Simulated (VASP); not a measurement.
YLuN2:

```
Y N Lu
1.0
     3.40904    0.00000    0.00000
     0.00000    3.40904    0.00000
     0.00000    0.00000    4.81884
Y N Lu
1 2 1
Cartesian
  0.0000 0.0000 0.0000
  0.0000 0.0000 2.4094
  1.7045 1.7045 0.0000
  1.7045 1.7045 2.4094
```

Base run:

| Item | Value |
| --- | --- |
| Program | VASP 6.6.1 |
| Functional | r2SCAN |
| Potentials or basis | VASP PAW PBE potentials, release 64 (Y_sv, N, Lu) |
| Cutoff | 520 eV |
| k mesh | 8 × 8 × 6 |
| Occupations | fermi-dirac, width 0.02 eV |
| Spin | no spin polarisation |

Its results: band gap on the k mesh 0.45 eV, direct; pressure 0.6 GPa.

Task: The run is repeated on the same cell with these changes: functional from r2SCAN to PBE. What comes out?

Result: Band gap on the k mesh 0.05 eV, direct; pressure 2.1 GPa.

r2SCAN gives the wider gap, since meta-GGAs in the generalised Kohn-Sham scheme recover part of the derivative discontinuity.

Caveats: spin-orbit coupling is left out, which moves the levels of the heavy elements; the PAW data sets were made with another functional, which shifts forces and pressure a little (some runs).

A k mesh can miss the band edges.
